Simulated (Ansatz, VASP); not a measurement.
BeTe: VASP beside Ansatz

POSCAR

```
BeTe
1.0
    1.7870000000     -4.7974500000      0.0000000000
    1.7870000000      4.7974500000      0.0000000000
    0.0000000000      0.0000000000      3.5691500000
Be Te
1 1
Direct
    0.5000000000      0.5000000000      0.5000000000
    0.0000000000      0.0000000000      0.0000000000
```

Contents of INCAR.step1:

```
SYSTEM = BeTe
PREC = Accurate
ENCUT = 520
EDIFF = 1E-5
ISMEAR = -1
SIGMA = 0.05
LREAL = .False.
LASPH = .True.
NELM = 80
ALGO = Normal
ISIF = 2
LWAVE = .True.
NBANDS = 11
GGA = PE
```

Contents of INCAR.step2:

```
SYSTEM = BeTe
PREC = Accurate
ENCUT = 520
EDIFF = 1E-7
ISMEAR = -1
SIGMA = 0.05
LREAL = .False.
LASPH = .True.
NELM = 80
ALGO = Normal
ISIF = 2
LWAVE = .False.
LCHARG = .True.
GGA = PE
LHFCALC = .True.
AEXX = 0.2
HFSCREEN = 0.2
PRECFOCK = Normal
LELF = .True.
LVHAR = .True.
NBANDS = 11
ISTART = 1
```

KPOINTS

```
Automatic mesh
0
Gamma
  4 4 4
  0 0 0
```

File input:

```
crystal:
  lattice:
    - [1.787, -4.79745, 0.0]
    - [1.787, 4.79745, 0.0]
    - [0.0, 0.0, 3.56915]
  atoms:
    - { symbol: Be, position: [0.5, 0.5, 0.5] }
    - { symbol: Te, position: [0.0, 0.0, 0.0] }
hamiltonian:
  xc: { exchange: pbe, correlation: pbe, exx: { coeff: 0.2, omega: 0.2 } }
  pseudopotentials: { kind: paw }
kpoints:
  mp_grid: { grid: [4, 4, 4] }
scf:
  occupations: { method: fermi_dirac, width: 0.05 }
output:
  forces: true
  stress: true
  eigenvalues: true
  write_density: true
  write_potential: true
  elf: true
  volumetric_format: npy
```

Alike in both runs: task single point; functional PBE-based screened hybrid; k mesh 4 × 4 × 4; occupations fermi-dirac, width 0.05 eV; no spin polarisation.

|  | VASP | Ansatz |
| --- | --- | --- |
| version | VASP 6.6.1 | Ansatz 0.2.0 |
| potentials or method | VASP PAW PBE potentials, release 64 (Be, Te) | Ansatz PAW |
| plane-wave cutoff (eV) | 520 | 420 |
| valence electrons in the cell | 8 | 18 |

```tsv
	VASP	Ansatz	Ansatz less VASP
gap on the k mesh at the Fermi level (eV)	none	none	-
pressure (GPa)	-0.7	-0.6	+0.08
traceless stress, the component that is largest in VASP (GPa)	0.59	0.51	-0.079
```

VASP's potentials were made for PBE, not for PBE-based screened hybrid. A gap of «none» marks a metal or a gap that the smearing closes. VASP's potentials hold 8 valence electrons a cell and Ansatz's 18, so a difference there can come from the potentials and not from the codes.

The k mesh is coarse, so the values compare programs but aren't converged. Neither program's run includes spin-orbit coupling.
